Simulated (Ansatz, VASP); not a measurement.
**BN in VASP and in Ansatz**

```xyz
2
Lattice="0.0000 1.8048 1.9032 1.8048 0.0000 1.9032 1.8048 1.8048 0.0000" Properties=species:S:1:pos:R:3 pbc="T T T"
B     0.0000    0.0000    0.0000
N     0.9024    0.9024    0.9516
```

Change from the starting cell: uniaxial_z strain +5.5%.

Alike in both runs: task single point; functional r2SCAN; k mesh 12 × 12 × 12; no spin polarisation.

|  | VASP | Ansatz |
| --- | --- | --- |
| version | VASP 6.6.1 | Ansatz 0.2.0 |
| potentials or method | VASP PAW PBE potentials, release 64 (B, N) | plane waves, PAW |
| plane-wave cutoff (eV) | 520 | 500 |
| occupations | gaussian, width 0.01 eV | fixed |
| valence electrons in the cell | 8 | 8 |

|  | VASP | Ansatz | Ansatz less VASP |
| --- | --- | --- | --- |
| gap on the k mesh at the Fermi level (eV) | 4.44 | 4.46 | +0.018 |
| pressure (GPa) | -17.9 | -18.8 | -0.91 |
| traceless stress, the component that is largest in VASP (GPa) | -23.30 | -23.36 | -0.056 |

VASP's potentials were made for PBE, not for r2SCAN.
